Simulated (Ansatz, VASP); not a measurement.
## Two plane-wave programs on NaAl3

File INCAR:

```
PREC     = Accurate       # precision mode
ENCUT    = 500            # plane-wave cutoff, eV
EDIFF    = 1E-6           # SCF threshold, eV
ISMEAR   = 0              # smearing method
SIGMA    = 0.1            # smearing width, eV
LREAL    = F              # projectors in reciprocal space
LASPH    = T              # aspherical terms in the spheres
NELM     = 120            # most SCF steps
ALGO     = Normal         # electronic algorithm
ISIF     = 2              # what is computed and relaxed
LWAVE    = F              # write WAVECAR
LCHARG   = T              # write CHGCAR
GGA      = PE             # functional
LELF     = T              # ELF
LVHAR    = T            
NBANDS   = 16             # bands
GGA_COMPAT= F
```

Contents of KPOINTS:

```
regular mesh
0
Gamma
  2 2 2
```

The input POSCAR:

```
NaAl3
1.0
   -2.1877210000      2.1877210000      3.9802060000
    2.1877210000     -2.1877210000      3.9802060000
    2.1877210000      2.1877210000     -3.9802060000
Na Al
1 3
Direct
    0.0000000000      0.0000000000      0.0000000000
    0.7500000000      0.2500000000      0.5000000000
    0.2500000000      0.7500000000      0.5000000000
    0.5000000000      0.5000000000      0.0000000000
```

Input for Ansatz:

```yaml
crystal:
  lattice:
    - [-2.187721, 2.187721, 3.980206]
    - [2.187721, -2.187721, 3.980206]
    - [2.187721, 2.187721, -3.980206]
  atoms:
    - { symbol: Na, position: [0.0, 0.0, 0.0] }
    - { symbol: Al, position: [0.75, 0.25, 0.5] }
    - { symbol: Al, position: [0.25, 0.75, 0.5] }
    - { symbol: Al, position: [0.5, 0.5, 0.0] }
basis:
  ecutwfc: 420
kpoints:
  mp_grid: { grid: [2, 2, 2] }
hamiltonian:
  xc: pbe
scf:
  occupations: { method: gaussian, width: 0.1 }
  lower_state_search: "off"
output:
  forces: true
  stress: true
  eigenvalues: true
```

Alike in both runs: task single point; functional PBE; k mesh 2 × 2 × 2; occupations gaussian, width 0.1 eV; no spin polarisation.

```csv
,VASP,Ansatz
version,VASP 6.6.1,Ansatz 0.2.0
potentials or method,"VASP PAW PBE potentials, release 64 (Na_pv, Al), cutoff 500 eV","scalar-relativistic, plane waves, PAW"
valence electrons in the cell,16,18
```

Ansatz gave:

* gap on the k mesh at the Fermi level (eV): none
* pressure (GPa): -0.6
* traceless stress, the component that is largest in VASP (GPa): 7.20

**Question.** Which values does VASP return?

**Answer.** gap on the k mesh at the Fermi level (eV): none; pressure (GPa): -0.6; traceless stress, the component that is largest in VASP (GPa): 7.21.

A gap of «none» marks a metal or a gap that the smearing closes. VASP's potentials hold 16 valence electrons a cell and Ansatz's 18, so a difference there can come from the potentials and not from the codes.

The k mesh is coarse, so the values compare programs but aren't converged.
